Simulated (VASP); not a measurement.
A run of VASP 6.6.1 is set up as follows.

Contents of INCAR:

```
SYSTEM = Ru
PREC = Accurate
ENCUT = 600
EDIFF = 1E-7
ISMEAR = -1
SIGMA = 0.05
LREAL = .False.
LASPH = .True.
NELM = 60
ALGO = Normal
ISIF = 3
LWAVE = .False.
LCHARG = .False.
GGA = PE
IBRION = 2
NSW = 100
EDIFFG = -0.005
ISYM = 0
```

File KPOINTS:

```
Automatic mesh
0
Gamma
  16 16 16
  0.5 0.5 0.5
```

File POSCAR:

```
Ru
1.0
    0.0000000000      1.8104788528      1.8104788528
    1.8104788528      0.0000000000      1.8104788528
    1.8104788528      1.8104788528      0.0000000000
Ru
1
Direct
    0.0000000000      0.0000000000      0.0000000000
```

Potentials or basis: VASP PAW PBE potentials, release 64 (Ru_pv).

Run with:

```sh
$ cat potpaw_PBE.64/Ru_pv/POTCAR > POTCAR
$ mpirun -np 1 vasp_std > vasp.out
```

Task: Estimate the space group after relaxing (to 0.1 Å).

Result: Fm-3m (No. 225).

Task: What does it give for the band gap on the k mesh?

Result: Zero (bands 7 and 8 overlap by 3.06 eV).

Task: Estimate the relaxed volume.

Result: 13.83 Å³/atom.

Task: Estimate the relaxed cell.

Result: a = 2.694 Å, b = 2.694 Å, c = 2.694 Å, α = 60.00°, β = 60.00°, γ = 60.00°.

Final structure:
```
Ru
1.0
     0.00000    1.90495    1.90495
     1.90495    0.00000    1.90495
     1.90495    1.90495    0.00000
Ru
1
Direct
  0.00000 0.00000 0.00000
```

Caveat: the volume moved by over 15 % at a fixed basis, so the end points are rough.
